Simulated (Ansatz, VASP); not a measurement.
# One calculation of MoSe, two programs

```xyz
2
Lattice="3.4365 0.0000 0.0000 0.0000 3.4365 0.0000 0.0000 0.0000 3.4365" Properties=species:S:1:pos:R:3 pbc="T T T"
Mo    0.0000    0.0000    0.0000
Se    1.7182    1.7182    1.7182
```

Alike in both runs: task single point; functional PBE; k mesh 12 × 12 × 12; occupations gaussian, width 0.1 eV; no spin polarisation; Hubbard terms Mo d U = 4.38 eV.

```csv
,VASP,Ansatz
version,VASP 6.6.1,Ansatz 0.2.0
potentials or method,"VASP PAW PBE potentials, release 64 (Mo_sv, Se), cutoff 520 eV","scalar-relativistic, plane waves, PAW"
valence electrons in the cell,20,30
```

Ansatz gave:

```
gap on the k mesh at the Fermi level (eV) : 0.83
least direct gap on the mesh (eV)         : 0.97
pressure (GPa)                            : -7.1
```

Q: Which values does VASP return?

A: gap on the k mesh at the Fermi level (eV): 0.31; least direct gap on the mesh (eV): 0.47; pressure (GPa): -8.5.

The programs project onto different local orbitals, so the same U acts differently, and such runs can settle in different states. VASP's potentials hold 20 valence electrons a cell and Ansatz's 30, so a difference there can come from the potentials and not from the codes.
